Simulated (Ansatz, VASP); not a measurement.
**Two plane-wave programs on FeS2**

POSCAR

```
FeS2
1.0
    4.4308097358      0.0000000000      0.0000000000
    0.0000000000      5.4005600319      0.0000000000
    0.0000000000      0.0000000000      3.3792372752
Fe S
2 4
Direct
    0.5000000000      0.5000000000      0.5000000000
    0.0000000000      0.0000000000      0.0000000000
    0.2990462953      0.8778423373      0.5000000000
    0.7009537047      0.1221576627      0.5000000000
    0.2009537047      0.3778423373      0.0000000000
    0.7990462953      0.6221576627      0.0000000000
```

INCAR.step1

```
SYSTEM = FeS2
PREC     = Accurate       ! precision mode
ENCUT    = 520            ! plane-wave cutoff, eV
EDIFF    = 1E-5           ! SCF threshold, eV
ISMEAR   = 0              ! smearing method
SIGMA    = 0.01           ! smearing width, eV
LREAL    = .FALSE.        ! projectors in reciprocal space
LASPH    = .TRUE.         ! aspherical terms in the spheres
NELM     = 120            ! most SCF steps
ALGO     = Normal         ! electronic algorithm
ISIF     = 2              ! what is computed and relaxed
LWAVE    = .TRUE.         ! write WAVECAR
NBANDS   = 29             ! bands
GGA      = PE             ! functional
GGA_COMPAT= .FALSE.      
KPAR     = 4
```

The input INCAR.step2:

```
SYSTEM = FeS2
PREC     = Accurate       ! precision mode
ENCUT    = 520            ! plane-wave cutoff, eV
EDIFF    = 1E-6           ! SCF threshold, eV
ISMEAR   = 0              ! smearing method
SIGMA    = 0.01           ! smearing width, eV
LREAL    = .FALSE.        ! projectors in reciprocal space
LASPH    = .TRUE.         ! aspherical terms in the spheres
NELM     = 120            ! most SCF steps
ALGO     = Normal         ! electronic algorithm
ISIF     = 2              ! what is computed and relaxed
LWAVE    = .FALSE.        ! write WAVECAR
LCHARG   = .TRUE.         ! write CHGCAR
GGA      = PE             ! functional
LHFCALC  = .TRUE.         ! exact exchange
HFSCREEN = 0.2079         ! screening, 1/A
PRECFOCK = Normal       
LVHAR    = .TRUE.       
NBANDS   = 29             ! bands
ISTART   = 1            
GGA_COMPAT= .FALSE.      
KPAR     = 4
```

Contents of KPOINTS:

```
regular mesh
0
G
  4 4 4
  0 0 0
```

Input for Ansatz:

```yaml
crystal:
  lattice:
    - [4.4308097358, 0.0, 0.0]
    - [0.0, 5.4005600319, 0.0]
    - [0.0, 0.0, 3.3792372752]
  atoms:
    - { symbol: Fe, position: [0.5, 0.5, 0.5] }
    - { symbol: Fe, position: [0.0, 0.0, 0.0] }
    - { symbol: S, position: [0.2990462953, 0.8778423373, 0.5] }
    - { symbol: S, position: [0.7009537047, 0.1221576627, 0.5] }
    - { symbol: S, position: [0.2009537047, 0.3778423373, 0.0] }
    - { symbol: S, position: [0.7990462953, 0.6221576627, 0.0] }
kpoints:
  mp_grid: { grid: [4, 4, 4] }
  band_path:
    path:
      - [0.0, 0.0, 0.0]
      - [0.5, 0.0, 0.0]
      - [0.5, 0.5, 0.0]
      - [0.0, 0.5, 0.0]
      - [0.0, 0.0, 0.5]
      - [0.5, 0.0, 0.5]
      - [0.5, 0.5, 0.5]
      - [0.0, 0.5, 0.5]
      - [0.414062, 0.0, 0.0]
      - [0.0, 0.5, 0.35]
    npoints: 1
hamiltonian:
  xc: hse06
scf:
  occupations: { method: fixed }
  n_extra_bands: 5
output:
  forces: true
  stress: true
  eigenvalues: true
```

Alike in both runs: task single point; functional HSE06; k mesh 4 × 4 × 4; no spin polarisation.

```csv
,VASP,Ansatz
version,VASP 6.6.1,Ansatz 0.2.0
potentials or method,"VASP PAW PBE potentials, release 64 (Fe, S)","plane waves, PAW"
plane-wave cutoff (eV),520,420
occupations,"gaussian, width 0.01 eV",fixed
valence electrons in the cell,40,56
```

|  | VASP | Ansatz | Ansatz less VASP |
| --- | --- | --- | --- |
| gap on the k mesh at the Fermi level (eV) | 2.41 | 2.39 | -0.019 |
| pressure (GPa) | -0.4 | -0.5 | -0.09 |
| traceless stress, the component that is largest in VASP (GPa) | 2.84 | 2.53 | -0.314 |
| rms of the force components (eV/Å) | 0.459 | 0.399 | -0.0604 |

Atom by atom the forces differ by 0.060 eV/Å (rms over components). VASP's potentials hold 40 valence electrons a cell and Ansatz's 56, so a difference there can come from the potentials and not from the codes. Ansatz's warnings: stress exchange threshold loose, stress scf threshold loose.

The k mesh is coarse, so the values compare programs but aren't converged.
